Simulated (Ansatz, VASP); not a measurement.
MgZn3Se3S: VASP beside Ansatz

```
CELL_PARAMETERS angstrom
-0.00021 0.00015 -6.60775
0.00055 -7.01634 0.00016
-8.10399 0.00018 0.00016
ATOMIC_POSITIONS crystal
Mg 0.50565 0.84978 0.49996
Mg 0.00568 0.15020 0.00005
Zn 0.50442 0.33125 0.25663
Zn 0.50445 0.33119 0.74320
Zn 0.48676 0.82490 0.99996
Zn 0.00448 0.66879 0.75680
Zn 0.00449 0.66878 0.24336
Zn 0.98670 0.17508 0.50004
Se 0.61274 0.15933 0.99992
Se 0.62878 0.66365 0.24461
Se 0.62879 0.66362 0.75531
Se 0.11274 0.84068 0.50009
Se 0.12875 0.33636 0.25540
Se 0.12876 0.33637 0.74469
S 0.62839 0.18159 0.49991
S 0.12842 0.81843 0.00007
```

Change from the starting cell: cell x1, atoms moved at random (sigma 0.05 Å) and cell strained at random (1.5 %), then relaxed without symmetry.

Alike in both runs: functional PBE; k mesh 2 × 2 × 2; occupations gaussian, width 0.1 eV; no spin polarisation.

Ansatz relaxed the structure, and its values are those at the end. VASP's run is a single point on that final structure, the one shown.

|  | VASP | Ansatz |
| --- | --- | --- |
| version | VASP 6.6.1 | Ansatz 0.2.0 |
| potentials or method | VASP PAW PBE potentials, release 64 (Mg, Zn, Se, S), cutoff 520 eV | scalar-relativistic, plane waves, PAW |
| valence electrons in the cell | 124 | 200 |

Ansatz gave:

```
gap on the k mesh at the Fermi level (eV) : 1.69
least direct gap on the mesh (eV)         : 1.69
pressure (GPa)                            : 0.0
rms of the force components (eV/Å)        : 0.002
```

**Question.** Estimate VASP's values.

**Answer.** gap on the k mesh at the Fermi level (eV): 1.69; least direct gap on the mesh (eV): 1.69; pressure (GPa): 0.1; rms of the force components (eV/Å): 0.009.

The functional is the same, so the differences come from potentials, cutoffs and numerics. VASP's potentials hold 124 valence electrons a cell and Ansatz's 200, so a difference there can come from the potentials and not from the codes.

The k mesh is coarse, so the values compare programs but aren't converged.
